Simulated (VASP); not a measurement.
Set up this calculation in VASP 6.6.1, as the native input.

| Property | Result |
| --- | --- |
| Task | single point |
| Functional | HSE06 |
| Potentials or basis | VASP PAW PBE potentials, release 64 (Li_sv, Cl) |
| Cutoff | 520 eV |
| k mesh | 6 × 6 × 6 |
| Occupations | gaussian, width 0.01 eV |
| Spin | no spin polarisation |
| Dipole correction | no |
| Grid for exact exchange (PRECFOCK) | Normal |
| Further INCAR settings | ALGO = Normal; EDIFF = 1e-06; NBANDS = 12 |
| Share of exact exchange | 0.25 |
| Screening parameter | 0.2079 1/Å |

Crystal: LiCl.

```
Li Cl
1.0
     0.00000    2.63272    2.50500
     2.63272    0.00000    2.50500
     2.63272    2.63272    0.00000
Li Cl
1 1
Direct
  0.00000 0.00000 0.00000
  0.50000 0.50000 0.50000
```

This cell differs from its parent crystal: epitaxial xy strain +3.0%.

These files were run (other wordings do the same):

POSCAR

```
LiCl
1.0
    0.0000000000      2.6327181023      2.5049970087
    2.6327181023      0.0000000000      2.5049970087
    2.6327181023      2.6327181023      0.0000000000
Li Cl
1 1
Direct
    0.0000000000      0.0000000000      0.0000000000
    0.5000000000      0.5000000000      0.5000000000
```

INCAR.step1

```
SYSTEM = LiCl
PREC = Accurate ; ENCUT = 520
EDIFF = 1E-5 ; ISMEAR = 0
SIGMA = 0.01 ; LREAL = .FALSE.
LASPH = .TRUE. ; NELM = 60
ALGO = Normal ; ISIF = 2
LWAVE = .TRUE. ; NBANDS = 12
GGA = PE
```

INCAR.step2

```
SYSTEM = LiCl
PREC = Accurate ; ENCUT = 520
EDIFF = 1E-6 ; ISMEAR = 0
SIGMA = 0.01 ; LREAL = .FALSE.
LASPH = .TRUE. ; NELM = 60
ALGO = Normal ; ISIF = 2
LWAVE = .FALSE. ; LCHARG = .TRUE.
GGA = PE ; LHFCALC = .TRUE.
HFSCREEN = 0.2079 ; PRECFOCK = Normal
LELF = .TRUE. ; LVHAR = .TRUE.
NBANDS = 12 ; ISTART = 1
```

KPOINTS

```
regular mesh
0
G
  6 6 6
  0 0 0
```

Potentials or basis: VASP PAW PBE potentials, release 64 (Li_sv, Cl).

The run is started by

```bash
$ cat potpaw_PBE.64/Li_sv/POTCAR potpaw_PBE.64/Cl/POTCAR > POTCAR
$ cp INCAR.step1 INCAR
$ mpirun -np 1 vasp_std > vasp.out
$ cp INCAR.step2 INCAR
$ mpirun -np 1 vasp_std > vasp.out
```

Results of the run:

```
Band gap on the k mesh : 7.51 eV
```

Caveat: the cell differs from its parent crystal (epitaxial xy strain +3.0%).

Run time: 19 min on 1 thread of Intel(R) Xeon(R) Platinum 8259CL CPU @ 2.50GHz (Skylake/Cascade Lake), on a shared host, peak memory 0.27 GiB.
